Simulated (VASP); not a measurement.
# Ga (Cmcm) in VASP: further runs, part 2 of 2

VASP 6.6.1. The steps go on from the part before.

### 4 Electric field gradients, PBE (19.15 Å³/atom)

This run uses another cell than the first one, of 19.15 Å³/atom.

Contents of INCAR:

```
SYSTEM = Ga
ALGO = Normal ; EDIFF = 1E-8
ENCUT = 520 ; GGA = PE
ISIF = 2 ; ISMEAR = -1
LASPH = .True. ; LCHARG = .False.
LEFG = .True. ; LREAL = .False.
LWAVE = .False. ; NBANDS = 20
NELM = 100 ; PREC = Accurate
SIGMA = 0.08
```

Contents of KPOINTS:

```
k-points
0
Gamma
  12 12 10
  0 0 0
```

Contents of POSCAR:

```
Ga
1.0
    1.4619840145     -4.0985965649      0.0000000000
    1.4619840145      4.0985965649      0.0000000000
    0.0000000000      0.0000000000      3.1961995352
Ga
2
Direct
    0.8670000000      0.1330000000      0.2500000000
    0.1330000000      0.8670000000      0.7500000000
```

Potentials or basis: VASP PAW PBE potentials, release 64 (Ga_d).

Command:

```console
> cat potpaw_PBE.64/Ga_d/POTCAR > POTCAR
> mpirun -np 1 vasp_std > vasp.out
```

OUTCAR:

```text
SYSTEM = Ga
   EDIFF = 1E-8
   ENCUT = 520
   GGA = PE
   ISIF = 2
   ISMEAR = -1
   LASPH = .True.
   LREAL = .False.
   NELM = 100
   PREC = Accurate

 ion  position               nearest neighbor table
   1  0.867  0.133  0.250-   2 2.70   2 2.70   2 2.89   2 2.89   2 2.89   2 2.89
   2  0.133  0.867  0.750-   1 2.70   1 2.70   1 2.89   1 2.89   1 2.89   1 2.89

  LATTYP: Found a base centered orthorhombic cell.
 ALAT       =     2.9239680290
 B/A-ratio  =     2.8034482759
 C/A-ratio  =     1.0931034483

  Lattice vectors:

 A1 = (   1.4619840145,  -4.0985965649,   0.0000000000)
 A2 = (   1.4619840145,   4.0985965649,   0.0000000000)
 A3 = (   0.0000000000,   0.0000000000,   3.1961995352)

Analysis of symmetry for initial positions (statically):
=====================================================================
 Subroutine PRICEL returns:
 Original cell was already a primitive cell.

 Routine SETGRP: Setting up the symmetry group for a
 base centered orthorhombic supercell.

 Subroutine GETGRP returns: Found  8 space group operations
 (whereof  4 operations were pure point group operations)
 out of a pool of  8 trial point group operations.

The static configuration has the point symmetry C_2h.
 The point group associated with its full space group is D_2h.

Analysis of symmetry for dynamics (positions and initial velocities):
=====================================================================
 Subroutine PRICEL returns:
 Original cell was already a primitive cell.

 Routine SETGRP: Setting up the symmetry group for a
 base centered orthorhombic supercell.

 Subroutine GETGRP returns: Found  8 space group operations
 (whereof  4 operations were pure point group operations)
 out of a pool of  8 trial point group operations.
[... 152 lines left out ...]
 cond. band min:       5.4573795347   @ k =   0.3333   0.2500   0.4000
 fundamental gap:      0.0488258365
 Fermi energy:         5.4362963069

 k-point     1 :       0.0000    0.0000    0.0000
  band No.  band energies     occupation
      1      -9.7362      2.00000
      2      -9.7150      2.00000
      3      -9.6502      2.00000
      4      -9.6335      2.00000
      5      -9.4567      2.00000
      6      -9.4439      2.00000
[... 541 lines left out ...]
     19      15.9056      0.00000
     20      17.8815      0.00000

 [... further k-points ...]
[... 5 lines left out ...]
  --------------------------------------------------------------------------------------
  -------------------------------------------------------------------------------------
  Total       -0.4096882      0.4042230      0.3359453      0.0000000      0.0000000      0.0000000
  in kB      -17.1365095     16.9079084     14.0519795      0.0000000      0.0000000      0.0000000
  external PRESSURE =       4.6077928 kB  Pullay stress =       0.0000000 kB

 VOLUME and BASIS-vectors are now :
 -----------------------------------------------------------------------------
  energy-cutoff  :      520.00
  volume of cell :       38.30
      direct lattice vectors                 reciprocal lattice vectors
     1.461984015 -4.098596565  0.000000000     0.342001003 -0.121992978  0.000000000
     1.461984015  4.098596565  0.000000000     0.342001003  0.121992978  0.000000000
     0.000000000  0.000000000  3.196199535     0.000000000  0.000000000  0.312871580

 POSITION                                       TOTAL-FORCE (eV/Angst)
 -----------------------------------------------------------------------------------
      1.46198     -3.00837      0.79905         0.000000      0.183374      0.000000
      1.46198      3.00837      2.39715         0.000000     -0.183374     -0.000000
 -----------------------------------------------------------------------------------
    total drift:                                0.000000      0.000000     -0.000000

  FREE ENERGIE OF THE ION-ELECTRON SYSTEM (eV)
  ---------------------------------------------------
  free  energy   TOTEN  =        -5.7660220817 eV

  energy  without entropy=       -5.7485882993  energy(sigma->0) =       -5.75730519

 Electric field gradients (V/A^2)
---------------------------------------------------------------------
 ion       V_xx      V_yy      V_zz      V_xy      V_xz      V_yz
---------------------------------------------------------------------
   1      10.126   -26.160    16.034    -0.000     0.000    -0.000
   2      10.126   -26.160    16.034     0.000     0.000    -0.000
---------------------------------------------------------------------

 Electric field gradients after diagonalization (V/A^2)
 (convention: |V_zz| > |V_xx| > |V_yy|)
----------------------------------------------------------------------
 ion       V_xx      V_yy      V_zz     asymmetry (V_yy - V_xx)/ V_zz
----------------------------------------------------------------------
   1      16.034    10.126   -26.160       0.226
   2      16.034    10.126   -26.160       0.226
----------------------------------------------------------------------

           NMR quadrupolar parameters

 Cq : quadrupolar parameter    Cq=e*Q*V_zz/h
 eta: asymmetry parameters     (V_yy - V_xx)/ V_zz
 Q  : nuclear electric quadrupole moment in mb (millibarn)
----------------------------------------------------------------------
 ion       Cq(MHz)       eta       Q (mb)
----------------------------------------------------------------------
   1      -0.063       0.226       1.000
   2      -0.063       0.226       1.000
----------------------------------------------------------------------
```

OSZICAR:

```text
N       E                     dE             d eps       ncg     rms          rms(c)
DAV:   1     0.131481759138E+03    0.13148E+03   -0.13187E+04 10840   0.244E+03
DAV:   2     0.577680014953E+01   -0.12570E+03   -0.12271E+03 10628   0.385E+02
DAV:   3    -0.564039818566E+01   -0.11417E+02   -0.11353E+02 11664   0.947E+01
DAV:   4    -0.581334577315E+01   -0.17295E+00   -0.17285E+00 11808   0.129E+01
DAV:   5    -0.581628202952E+01   -0.29363E-02   -0.29361E-02 11864   0.165E+00    0.134E+00
DAV:   6    -0.577518852013E+01    0.41094E-01   -0.81088E-02 13940   0.464E+00    0.700E-01
DAV:   7    -0.576687147178E+01    0.83170E-02   -0.16713E-02 14868   0.178E+00    0.191E-01
DAV:   8    -0.576600221231E+01    0.86926E-03   -0.21982E-03 11060   0.647E-01    0.189E-02
DAV:   9    -0.576602205495E+01   -0.19843E-04   -0.10564E-04 12412   0.108E-01    0.715E-03
DAV:  10    -0.576602239375E+01   -0.33881E-06   -0.61898E-06 12036   0.296E-02    0.121E-03
DAV:  11    -0.576602215747E+01    0.23628E-06   -0.53758E-07 12484   0.987E-03    0.564E-04
DAV:  12    -0.576602212965E+01    0.27814E-07   -0.57467E-08 12092   0.296E-03    0.175E-04
DAV:  13    -0.576602208484E+01    0.44814E-07   -0.57498E-09  6772   0.811E-04    0.403E-05
DAV:  14    -0.576602208172E+01    0.31223E-08   -0.13935E-09  5740   0.446E-04
   1 F= -.57660221E+01 E0= -.57573052E+01  d E =-.174338E-01
```

Wall time 2.3 min (1 thread of Intel Xeon 8259CL, shared host); peak memory 0.28 GiB.

Results:

| Property | Result |
| --- | --- |
| Free energy | -5.7660 eV |
| Pressure | 0.5 GPa |
| Largest force | 0.183 eV/Å |
| Band gap on the k mesh | zero (bands 13 and 14 overlap by 9.17 eV) |
| Largest electric field gradient by atom | Ga -26.2 V/Å² |

Forces on the atoms (eV/Å):
```
Ga   0.000  0.183  0.000
Ga   0.000 -0.183  0.000
```

Stress tensor (GPa, compression positive):
```
-1.71  0.00  0.00
 0.00  1.69  0.00
 0.00  0.00  1.41
```

Electric field gradients, principal values (V/Å²):
```
atom   least  middle  greatest (by size)
1 Ga  10.126  16.034             -26.160
2 Ga  10.126  16.034             -26.160
```

Caveat: without QUAD_EFG the Cq values of the log hold for a quadrupole moment of 1 mb, not for the nuclei.

### 5 Electric field gradients, PBE (19.62 Å³/atom)

This run uses another cell than the first one, of 19.62 Å³/atom.

Contents of INCAR:

```
SYSTEM = Ga
PREC     = Accurate       ! precision mode
ENCUT    = 520            ! plane-wave cutoff, eV
EDIFF    = 1E-8           ! SCF threshold, eV
ISMEAR   = -1             ! smearing method
SIGMA    = 0.08           ! smearing width, eV
LREAL    = .FALSE.        ! projectors in reciprocal space
LASPH    = .TRUE.         ! aspherical terms in the spheres
NELM     = 80             ! most SCF steps
ALGO     = Normal         ! electronic algorithm
ISIF     = 2              ! what is computed and relaxed
LWAVE    = .FALSE.        ! write WAVECAR
LCHARG   = .FALSE.        ! write CHGCAR
GGA      = PE             ! functional
LEFG     = .TRUE.       
NBANDS   = 20             ! bands
```

Contents of KPOINTS:

```
regular mesh
0
G
  12 12 10
  0 0 0
```

Contents of POSCAR:

```
Ga
1.0
    1.4737747174     -4.1316511905      0.0000000000
    1.4737747174      4.1316511905      0.0000000000
    0.0000000000      0.0000000000      3.2219764511
Ga
2
Direct
    0.8670000000      0.1330000000      0.2500000000
    0.1330000000      0.8670000000      0.7500000000
```

Potentials or basis: VASP PAW PBE potentials, release 64 (Ga_d).

Command:

```console
> cat potpaw_PBE.64/Ga_d/POTCAR > POTCAR
> mpirun -np 1 vasp_std > vasp.out
```

OUTCAR:

```text
SYSTEM = Ga
   PREC = Accurate
   ENCUT = 520
   EDIFF = 1E-8
   ISMEAR = -1
   LREAL = .FALSE.
   LASPH = .TRUE.
   NELM = 80
   ISIF = 2
   GGA = PE

 ion  position               nearest neighbor table
   1  0.867  0.133  0.250-   2 2.73   2 2.73   2 2.92   2 2.92   2 2.92   2 2.92
   2  0.133  0.867  0.750-   1 2.73   1 2.73   1 2.92   1 2.92   1 2.92   1 2.92

  LATTYP: Found a base centered orthorhombic cell.
 ALAT       =     2.9475494348
 B/A-ratio  =     2.8034482759
 C/A-ratio  =     1.0931034483

  Lattice vectors:

 A1 = (   1.4737747174,  -4.1316511905,   0.0000000000)
 A2 = (   1.4737747174,   4.1316511905,   0.0000000000)
 A3 = (   0.0000000000,   0.0000000000,   3.2219764511)

Analysis of symmetry for initial positions (statically):
=====================================================================
 Subroutine PRICEL returns:
 Original cell was already a primitive cell.

 Routine SETGRP: Setting up the symmetry group for a
 base centered orthorhombic supercell.

 Subroutine GETGRP returns: Found  8 space group operations
 (whereof  4 operations were pure point group operations)
 out of a pool of  8 trial point group operations.

The static configuration has the point symmetry C_2h.
 The point group associated with its full space group is D_2h.

Analysis of symmetry for dynamics (positions and initial velocities):
=====================================================================
 Subroutine PRICEL returns:
 Original cell was already a primitive cell.

 Routine SETGRP: Setting up the symmetry group for a
 base centered orthorhombic supercell.

 Subroutine GETGRP returns: Found  8 space group operations
 (whereof  4 operations were pure point group operations)
 out of a pool of  8 trial point group operations.
[... 153 lines left out ...]
 cond. band min:       5.2374064881   @ k =   0.3333   0.2500   0.4000
 fundamental gap:      0.0440823572
 Fermi energy:         5.2085888499

 k-point     1 :       0.0000    0.0000    0.0000
  band No.  band energies     occupation
      1      -9.9191      2.00000
      2      -9.9012      2.00000
      3      -9.8401      2.00000
      4      -9.8219      2.00000
      5      -9.6573      2.00000
      6      -9.6462      2.00000
[... 541 lines left out ...]
     19      15.4645      0.00000
     20      17.4731      0.00000

 [... further k-points ...]
[... 5 lines left out ...]
  --------------------------------------------------------------------------------------
  -------------------------------------------------------------------------------------
  Total       -0.6433805      0.1263914      0.0417440      0.0000000      0.0000000      0.0000000
  in kB      -26.2706839      5.1608478      1.7045022      0.0000000      0.0000000      0.0000000
  external PRESSURE =      -6.4684446 kB  Pullay stress =       0.0000000 kB

 VOLUME and BASIS-vectors are now :
 -----------------------------------------------------------------------------
  energy-cutoff  :      520.00
  volume of cell :       39.24
      direct lattice vectors                 reciprocal lattice vectors
     1.473774717 -4.131651191  0.000000000     0.339264878 -0.121016992  0.000000000
     1.473774717  4.131651191  0.000000000     0.339264878  0.121016992  0.000000000
     0.000000000  0.000000000  3.221976451     0.000000000  0.000000000  0.310368501

 POSITION                                       TOTAL-FORCE (eV/Angst)
 -----------------------------------------------------------------------------------
      1.47377     -3.03263      0.80549         0.000000      0.170787      0.000000
      1.47377      3.03263      2.41648         0.000000     -0.170787     -0.000000
 -----------------------------------------------------------------------------------
    total drift:                                0.000000     -0.000000     -0.000000

  FREE ENERGIE OF THE ION-ELECTRON SYSTEM (eV)
  ---------------------------------------------------
  free  energy   TOTEN  =        -5.7654198572 eV

  energy  without entropy=       -5.7474676192  energy(sigma->0) =       -5.75644374

 Electric field gradients (V/A^2)
---------------------------------------------------------------------
 ion       V_xx      V_yy      V_zz      V_xy      V_xz      V_yz
---------------------------------------------------------------------
   1      10.091   -25.569    15.478    -0.000     0.000    -0.000
   2      10.091   -25.569    15.478    -0.000    -0.000     0.000
---------------------------------------------------------------------

 Electric field gradients after diagonalization (V/A^2)
 (convention: |V_zz| > |V_xx| > |V_yy|)
----------------------------------------------------------------------
 ion       V_xx      V_yy      V_zz     asymmetry (V_yy - V_xx)/ V_zz
----------------------------------------------------------------------
   1      15.478    10.091   -25.569       0.211
   2      15.478    10.091   -25.569       0.211
----------------------------------------------------------------------

           NMR quadrupolar parameters

 Cq : quadrupolar parameter    Cq=e*Q*V_zz/h
 eta: asymmetry parameters     (V_yy - V_xx)/ V_zz
 Q  : nuclear electric quadrupole moment in mb (millibarn)
----------------------------------------------------------------------
 ion       Cq(MHz)       eta       Q (mb)
----------------------------------------------------------------------
   1      -0.062       0.211       1.000
   2      -0.062       0.211       1.000
----------------------------------------------------------------------
```

OSZICAR:

```text
N       E                     dE             d eps       ncg     rms          rms(c)
DAV:   1     0.132011544981E+03    0.13201E+03   -0.13227E+04 10764   0.241E+03
DAV:   2     0.572725099329E+01   -0.12628E+03   -0.12322E+03 10664   0.384E+02
DAV:   3    -0.563753017306E+01   -0.11365E+02   -0.11301E+02 11596   0.943E+01
DAV:   4    -0.581033406882E+01   -0.17280E+00   -0.17269E+00 11900   0.128E+01
DAV:   5    -0.581323494812E+01   -0.29009E-02   -0.29007E-02 11636   0.164E+00    0.130E+00
DAV:   6    -0.577407396350E+01    0.39161E-01   -0.78092E-02 13944   0.448E+00    0.680E-01
DAV:   7    -0.576620654030E+01    0.78674E-02   -0.16258E-02 14740   0.173E+00    0.187E-01
DAV:   8    -0.576539999097E+01    0.80655E-03   -0.21422E-03 11144   0.635E-01    0.188E-02
DAV:   9    -0.576541979375E+01   -0.19803E-04   -0.10314E-04 12344   0.107E-01    0.681E-03
DAV:  10    -0.576542017404E+01   -0.38029E-06   -0.63849E-06 12032   0.304E-02    0.118E-03
DAV:  11    -0.576541993507E+01    0.23897E-06   -0.51352E-07 12256   0.942E-03    0.541E-04
DAV:  12    -0.576541990574E+01    0.29322E-07   -0.59330E-08 12176   0.294E-03    0.165E-04
DAV:  13    -0.576541986061E+01    0.45132E-07   -0.59097E-09  6724   0.876E-04    0.408E-05
DAV:  14    -0.576541985721E+01    0.33979E-08   -0.14716E-09  5796   0.469E-04
   1 F= -.57654199E+01 E0= -.57564437E+01  d E =-.179522E-01
```

Wall time 3 min (1 thread of Intel Xeon 8259CL, shared host); peak memory 0.3 GiB.

What came out:

```
Free energy                             : -5.7654 eV
Pressure                                : -0.6 GPa
Largest force                           : 0.171 eV/Å
Band gap on the k mesh                  : zero (bands 13 and 14 overlap by 8.98 eV)
Largest electric field gradient by atom : Ga -25.6 V/Å²
```

Forces on the atoms (eV/Å):
```
Ga   0.000  0.171  0.000
Ga   0.000 -0.171  0.000
```

Stress tensor (GPa, compression positive):
```
-2.63  0.00  0.00
 0.00  0.52  0.00
 0.00  0.00  0.17
```

Electric field gradients, principal values (V/Å²):
| atom | least | middle | greatest (by size) |
| --- | --- | --- | --- |
| 1 Ga | 10.091 | 15.478 | -25.569 |
| 2 Ga | 10.091 | 15.478 | -25.569 |

Caveat: without QUAD_EFG the Cq values of the log hold for a quadrupole moment of 1 mb, not for the nuclei.

### 6 Overview

| cell | gap on the mesh (eV) | pressure (GPa) | largest force (eV/Å) |
| --- | --- | --- | --- |
| a = 4.316, b = 4.316, c = 3.075 Å, angles 90.0, 90.0, 140.7°, 2 atoms | none | 3.8 | 0.22 |
| a = 4.316, b = 4.316, c = 3.138 Å, angles 90.0, 90.0, 140.7°, 2 atoms | none | 2.4 | 0.20 |
| a = 4.352, b = 4.352, c = 3.196 Å, angles 90.0, 90.0, 140.7°, 2 atoms | none | 0.5 | 0.18 |
| a = 4.387, b = 4.387, c = 3.222 Å, angles 90.0, 90.0, 140.7°, 2 atoms | none | -0.6 | 0.17 |

Alike in all rows: task electric field gradients; level PBE; potentials or basis VASP PAW PBE potentials, release 64 (Ga_d); no spin polarisation; k mesh 12 × 12 × 10; cutoff (eV) 520; smearing fermi-dirac 0.08 eV.

Caveats: the cell stands under pressure (at least some runs).

Absolute energies hang on the potentials; compare differences alone.
